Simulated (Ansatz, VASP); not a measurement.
# Two plane-wave programs on Sb3Os

INCAR

```
PREC = Accurate
ENCUT = 600
EDIFF = 1E-6
ISMEAR = 0
SIGMA = 0.1
LREAL = False
LASPH = True
NELM = 100
ALGO = Normal
ISIF = 3
LWAVE = False
LCHARG = False
GGA = PE
IBRION = 2
NSW = 90
EDIFFG = -0.04
```

Contents of KPOINTS:

```
Automatic mesh
0
Gamma
  4 4 4
```

File POSCAR:

```
Sb3Os
1.0
    4.5583451002      0.0000000000      0.0000000000
    0.0000000000      4.5583451002      0.0000000000
    0.0000000000      0.0000000000      4.5583451002
Sb Os
3 1
Direct
    0.0000000000      0.5000000000      0.5000000000
    0.5000000000      0.0000000000      0.5000000000
    0.5000000000      0.5000000000      0.0000000000
    0.0000000000      0.0000000000      0.0000000000
```

Input for Ansatz:

```yaml
crystal:
  lattice:
    - [4.5583451002, 0.0, 0.0]
    - [0.0, 4.5583451002, 0.0]
    - [0.0, 0.0, 4.5583451002]
  atoms:
    - { symbol: Sb, position: [0.0, 0.5, 0.5] }
    - { symbol: Sb, position: [0.5, 0.0, 0.5] }
    - { symbol: Sb, position: [0.5, 0.5, 0.0] }
    - { symbol: Os, position: [0.0, 0.0, 0.0] }
basis:
  ecutwfc: 420
kpoints:
  mp_grid: { grid: [4, 4, 4] }
hamiltonian:
  xc: pbe
scf:
  occupations: { method: gaussian, width: 0.1 }
  lower_state_search: "off"
output:
  forces: true
  stress: true
  eigenvalues: true
relax:
  adjacent_minimum: "off"
  f_tol: 0.04
  max_steps: 70
  cell: { stress_tol: 0.4 }
```

Alike in both runs: task relaxation of cell and atoms; functional PBE; k mesh 4 × 4 × 4; occupations gaussian, width 0.1 eV; no spin polarisation.

```csv
,VASP,Ansatz
version,VASP 6.6.1,Ansatz 0.2.0
potentials or method,"VASP PAW PBE potentials, release 64 (Sb, Os), cutoff 600 eV","scalar-relativistic, plane waves, PAW"
valence electrons in the cell,23,61
```

|  | VASP | Ansatz | Ansatz less VASP |
| --- | --- | --- | --- |
| gap on the k mesh at the Fermi level, each at its own relaxed structure (eV) | none | none | - |
| relaxed volume (Å³/atom) | 22.42 | 22.43 | +0.014 |
| relaxed cell length with the largest relative difference (Å) | 4.476 | 4.477 | +0.0009 |

A gap of «none» marks a metal or a gap that the smearing closes. VASP's potentials hold 23 valence electrons a cell and Ansatz's 61, so a difference there can come from the potentials and not from the codes.

Spin-orbit coupling is off throughout.
